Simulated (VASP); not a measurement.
# SnO2 (Pnnm) in VASP: a series of runs, part 2 of 3

VASP 6.6.1. The steps go on from the part before.

## (4) Single point, LDA (atoms shifted along a free coordinate)

File INCAR:

```
SYSTEM = SnO2
  PREC = Accurate
  ENCUT = 520
  EDIFF = 1E-7
  ISMEAR = 0
  SIGMA = 0.05
  LREAL = .False.
  LASPH = .True.
  NELM = 100
  ALGO = Normal
  ISIF = 2
  LWAVE = .False.
  LCHARG = .False.
  NBANDS = 35
```

File KPOINTS:

```
Automatic mesh
0
Gamma
  6 6 8
  0 0 0
```

File POSCAR:

```
SnO2
1.0
    4.7924604755      0.0000000000      0.0000000000
    0.0000000000      4.7929689394      0.0000000000
    0.0000000000      0.0000000000      3.2376852524
Sn O
2 4
Direct
    0.5000000000      0.5000000000      0.5000000000
    0.0000000000      0.0000000000      0.0000000000
    0.3059920358      0.3407603117      0.0000000000
    0.8059920358      0.1592396883      0.5000000000
    0.1940079642      0.8407603117      0.5000000000
    0.6940079642      0.6592396883      0.0000000000
```

Potentials or basis: VASP PAW LDA potentials, release 64 (Sn_d, O).

Launch:

```bash
$ cat potpaw_LDA.64/Sn_d/POTCAR potpaw_LDA.64/O/POTCAR > POTCAR
$ mpirun -np 1 vasp_std > vasp.out
```

OUTCAR:

```text
SYSTEM = SnO2
   PREC = Accurate
   ENCUT = 520
   EDIFF = 1E-7
   ISMEAR = 0
   LREAL = .False.
   LASPH = .True.
   NELM = 100
   ISIF = 2

 ion  position               nearest neighbor table
   1  0.500  0.500  0.500-   3 2.02   6 2.02   3 2.02   6 2.02   5 2.19   4 2.19   2 3.76   2 3.76
                             2 3.76   2 3.76   2 3.76   2 3.76   2 3.76   2 3.76
   2  0.000  0.000  0.000-   4 2.02   5 2.02   4 2.02   5 2.02   3 2.19   6 2.19   1 3.76   1 3.76
                             1 3.76   1 3.76   1 3.76   1 3.76   1 3.76   1 3.76
   3  0.306  0.341  0.000-   1 2.02   1 2.02   2 2.19
   4  0.806  0.159  0.500-   2 2.02   2 2.02   1 2.19
   5  0.194  0.841  0.500-   2 2.02   2 2.02   1 2.19
   6  0.694  0.659  0.000-   1 2.02   1 2.02   2 2.19

  LATTYP: Found a simple orthorhombic cell.
 ALAT       =     3.2376852524
 B/A-ratio  =     1.4802119730
 C/A-ratio  =     1.4803690185

  Lattice vectors:

 A1 = (   0.0000000000,   0.0000000000,   3.2376852524)
 A2 = (   4.7924604755,   0.0000000000,   0.0000000000)
 A3 = (   0.0000000000,   4.7929689394,   0.0000000000)

Analysis of symmetry for initial positions (statically):
=====================================================================
 Subroutine PRICEL returns:
 Original cell was already a primitive cell.
[... 182 lines left out ...]

 val. band max:        5.3133452928   @ k =   0.0000   0.0000   0.0000
 cond. band min:       6.3680804977   @ k =   0.0000   0.0000   0.0000
 fundamental gap:      1.0547352049
 Fermi energy:         5.5279303273

 k-point     1 :       0.0000    0.0000    0.0000
  band No.  band energies     occupation
      1     -15.5681      2.00000
      2     -15.1020      2.00000
      3     -14.6168      2.00000
      4     -14.6084      2.00000
      5     -14.5731      2.00000
      6     -14.4769      2.00000
[... 901 lines left out ...]
     34      17.4256      0.00000
     35      17.7221      0.00000

 [... further k-points ...]
[... 5 lines left out ...]
  --------------------------------------------------------------------------------------
  -------------------------------------------------------------------------------------
  Total       -0.1301993     -1.9573278     -0.4575429      0.0000000      0.0000000      0.0000000
  in kB       -2.8049259    -42.1673546     -9.8569968      0.0000000      0.0000000      0.0000000
  external PRESSURE =     -18.2764258 kB  Pullay stress =       0.0000000 kB

 VOLUME and BASIS-vectors are now :
 -----------------------------------------------------------------------------
  energy-cutoff  :      520.00
  volume of cell :       74.37
      direct lattice vectors                 reciprocal lattice vectors
     4.792460476  0.000000000  0.000000000     0.208661084  0.000000000  0.000000000
     0.000000000  4.792968939  0.000000000     0.000000000  0.208638949  0.000000000
     0.000000000  0.000000000  3.237685252     0.000000000  0.000000000  0.308862636

 POSITION                                       TOTAL-FORCE (eV/Angst)
 -----------------------------------------------------------------------------------
      2.39623      2.39648      1.61884         0.000000      0.000000      0.000000
      0.00000      0.00000      0.00000         0.000000      0.000000      0.000000
      1.46645      1.63325      0.00000        -1.717701     -1.711219      0.000000
      3.86268      0.76323      1.61884        -1.717701      1.711219      0.000000
      0.92978      4.02974      1.61884         1.717701     -1.711219     -0.000000
      3.32601      3.15972      0.00000         1.717701      1.711219     -0.000000
 -----------------------------------------------------------------------------------
    total drift:                               -0.000000      0.000000      0.000000

  FREE ENERGIE OF THE ION-ELECTRON SYSTEM (eV)
  ---------------------------------------------------
  free  energy   TOTEN  =       -41.6770105428 eV

  energy  without entropy=      -41.6770105428  energy(sigma->0) =      -41.67701054
```

stdout:

```text
POSCAR found type information on POSCAR SnO
 POSCAR found :  2 types and       6 ions
 scaLAPACK will be used
 LDA part: xc-table for (Slater(with rela. corr.)+CA(PZ))
 , standard interpolation
 POSCAR, INCAR and KPOINTS ok, starting setup
 FFT: planning ... GRIDC
 FFT: planning ... GRID_SOFT
 FFT: planning ... GRID
 WAVECAR not read
 entering main loop
```

Wall time 5.3 min (1 thread of AMD EPYC 7R13, shared host); peak memory 0.24 GiB.

Results:

| Property | Result |
| --- | --- |
| Free energy | -41.6770 eV |
| Pressure | -1.8 GPa |
| Largest force | 2.425 eV/Å |
| Band gap on the k mesh | 1.05 eV |

Forces on the atoms (eV/Å):
```
Sn   0.000  0.000  0.000
Sn   0.000  0.000  0.000
O   -1.718 -1.711  0.000
O   -1.718  1.711  0.000
O    1.718 -1.711  0.000
O    1.718  1.711  0.000
```

Stress tensor (GPa, compression positive):
```
-0.28  0.00  0.00
 0.00 -4.22  0.00
 0.00  0.00 -0.99
```

Levels at points of the mesh, in eV from the valence-band top:
```
           k point  band 22  band 23  band 24  band 25  band 26  band 27  band 28  band 29  band 30  band 31
(0.00, 0.00, 0.00)    -1.18    -1.05    -0.59    -0.58     0.00     1.05     5.02     6.10     6.23    10.35
(0.50, 0.00, 0.00)    -1.43    -1.10    -1.10    -0.50    -0.50     3.83     3.83     6.18     6.18     9.85
(0.00, 0.50, 0.00)    -1.62    -1.10    -1.10    -0.71    -0.71     4.03     4.03     6.73     6.73     9.79
(0.50, 0.50, 0.00)    -1.36    -1.19    -1.19    -0.73    -0.73     3.96     3.96     6.87     6.87     9.98
(0.00, 0.00, 0.50)    -2.02    -1.45    -1.45    -1.15    -1.15     6.10     6.10     9.26     9.26     9.30
(0.50, 0.00, 0.50)    -1.76    -0.91    -0.91    -0.51    -0.51     6.42     6.42     7.52     7.52     9.80
(0.00, 0.50, 0.50)    -1.37    -1.03    -1.03    -0.46    -0.46     6.34     6.34     7.25     7.25    10.62
(0.50, 0.50, 0.50)    -1.91    -1.10    -1.10    -0.68    -0.68     5.33     5.33     7.89     7.89    10.31
```

Caveat: the cell differs from its parent crystal (atoms shifted along a free coordinate); spin-orbit coupling is left out, which moves the levels of the heavy elements; forces of over 1 eV/Å act on the atoms, so gaps and moduli don't describe the material at rest.

[end of part 2 of 3]
